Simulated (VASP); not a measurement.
Crystal: BAs.

```xyz
2
Lattice="0.0000 2.3885 2.3885 2.3885 0.0000 2.3885 2.3885 2.3885 0.0000" Properties=species:S:1:pos:R:3 pbc="T T T"
B     0.0000    0.0000    0.0000
As    3.5828    3.5828    3.5828
```

Base run:

```yaml
Program: VASP 6.6.1
Functional: revPBE
Dispersion: D3(BJ)
Potentials_or_basis: VASP PAW PBE potentials, release 64 (B, As)
Cutoff: 500 eV
k_mesh: 8 × 8 × 8
Occupations: gaussian, width 0.05 eV
Spin: no spin polarisation
```

Its results: band gap on the k mesh 1.21 eV, indirect (least direct gap 3.27 eV); pressure -2.4 GPa.

Problem. The run is repeated on the same cell with these changes: functional from revPBE to PBE. What comes out?

Solution. Band gap on the k mesh 1.19 eV, indirect (least direct gap 3.28 eV); pressure -0.4 GPa.

Caveats: the PAW data sets were made with another functional, which shifts forces and pressure a little (some runs).

A k mesh can miss the band edges.
